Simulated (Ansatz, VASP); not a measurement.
## Ir: VASP beside Ansatz

```xyz
1
Lattice="2.5813 0.0000 0.0000 0.0000 2.5813 0.0000 0.0000 0.0000 2.5813" Properties=species:S:1:pos:R:3 pbc="T T T"
Ir    0.0000    0.0000    0.0000
```

Alike in both runs: functional revPBE; k mesh 13 × 13 × 13; occupations fermi-dirac, width 0.1 eV; no spin polarisation.

Ansatz relaxed the structure, and its values are those at the end. VASP's run is a single point on that final structure, the one shown.

```csv
,VASP,Ansatz
version,VASP 6.6.1,Ansatz 0.2.0
potentials or method,"VASP PAW PBE potentials, release 64 (Ir), cutoff 500 eV","plane waves (420 eV) with PAW, scalar-relativistic"
valence electrons in the cell,9,17
```

```tsv
	VASP	Ansatz	Ansatz less VASP
pressure (GPa)	0.1	0.0	-0.07
```

VASP's potentials were made for PBE, not for revPBE. The functional is the same, so the differences come from potentials, cutoffs and numerics. VASP's potentials hold 9 valence electrons a cell and Ansatz's 17, so a difference there can come from the potentials and not from the codes.

Neither program's run includes spin-orbit coupling.
